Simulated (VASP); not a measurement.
Cu, 2 atoms in the cell. It takes space group Cmcm (No. 63, orthorhombic). Conventional cell: a = 2.437 Å, b = 7.953 Å, c = 2.475 Å, α = 90.00°, β = 90.00°, γ = 90.00°. Cu (site symmetry m2m) has 10 Cu at 2.44 to 2.54 Å within 3.2 Å. 

* Program: VASP 6.6.1
* Task: single point
* Functional: r2SCAN
* Potentials or basis: VASP PAW PBE potentials, release 64 (Cu)
* Cutoff: 520 eV
* k mesh: 12 × 12 × 11
* Occupations: fermi-dirac, width 0.1 eV
* Spin: no spin polarisation
* Dipole correction: no
* Further INCAR settings: ALGO = Normal; EDIFF = 1e-07; NBANDS = 18

Potentials or basis: VASP PAW PBE potentials, release 64 (Cu).

Launch:

```bash
$ cat potpaw_PBE.64/Cu/POTCAR > POTCAR
$ cp INCAR.step1 INCAR
$ mpirun -np 1 vasp_std > vasp.out
$ cp INCAR.step2 INCAR
$ mpirun -np 1 vasp_std > vasp.out
```

Hardware: 1 thread of AMD EPYC 9R45 96-Core Processor (Zen 5) (shared host).

Problem. Estimate the wall time of this run.

Solution. Run time: 5 min on 1 thread of AMD EPYC 9R45 96-Core Processor (Zen 5) (shared host), peak memory 0.19 GiB. Counts: k points 258.
